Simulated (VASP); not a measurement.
## Al: single point with PBE

The system is Al.

```
Al
1.0
     2.46368    0.00000    0.00000
    -1.23184    2.13361    0.00000
     0.00000    0.00000    2.43738
Al
1
Direct
  0.00000 0.00000 0.00000
```

| Item | Value |
| --- | --- |
| Program | VASP 6.6.1 |
| Task | single point |
| Functional | PBE |
| Potentials or basis | VASP PAW PBE potentials, release 64 (Al) |
| Cutoff | 520 eV |
| k mesh | 18 × 18 × 16 |
| Occupations | fermi-dirac, width 0.1 eV |
| Spin | no spin polarisation |
| Dipole correction | no |
| Further INCAR settings | ALGO = Normal; EDIFF = 1e-06; NBANDS = 8 |

| Item | Value |
| --- | --- |
| Pressure | 54.1 GPa |

Levels at points of the mesh, in eV from the Fermi level:
| k point | band 1 | band 2 | band 3 | band 4 | band 5 | band 6 |
| --- | --- | --- | --- | --- | --- | --- |
| (0.00, 0.00, 0.00) | -12.80 | 8.44 | 10.74 | 15.10 | 15.10 | 17.88 |
| (0.50, 0.00, 0.00) | -5.46 | -4.41 | 8.76 | 10.09 | 16.12 | 18.43 |
| (0.00, 0.00, 0.50) | -6.97 | -6.54 | 18.16 | 18.16 | 20.44 | 20.44 |
| (0.50, 0.00, 0.50) | -0.74 | 0.60 | 1.34 | 2.17 | 14.94 | 15.13 |

Wall time 14 s on 1 thread of Intel Xeon 6975P-C (shared host), peak memory 0.13 GiB.
